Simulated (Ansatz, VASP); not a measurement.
## Nb2B: VASP beside Ansatz

```
Nb B
1.0
     1.52831    0.88237    5.10619
    -1.52831    0.88237    5.10619
     0.00000   -1.76474    5.10619
Nb B
2 1
Direct
  0.24083 0.24083 0.24083
  0.75917 0.75917 0.75917
  0.50000 0.50000 0.50000
```

Change from the starting cell: species swapped into the Lu2C type (R-3m, No. 166).

Alike in both runs: task relaxation of cell and atoms; functional PBE; k mesh 6 × 6 × 6; occupations gaussian, width 0.1 eV; no spin polarisation.

```csv
,VASP,Ansatz
version,VASP 6.6.1,Ansatz 0.2.0
potentials or method,"VASP PAW PBE potentials, release 64 (Nb_sv, B), cutoff 600 eV","scalar-relativistic, plane waves, PAW"
valence electrons in the cell,29,29
```

|  | VASP | Ansatz | Ansatz less VASP |
| --- | --- | --- | --- |
| gap on the k mesh at the Fermi level, each at its own relaxed structure (eV) | none | none | - |
| relaxed volume (Å³/atom) | 15.06 | 15.08 | +0.023 |
| relaxed cell length with the largest relative difference (Å) | 5.207 | 5.214 | +0.0069 |

A gap of «none» marks a metal or a gap that the smearing closes.

The k mesh is coarse, so the values compare programs but aren't converged.
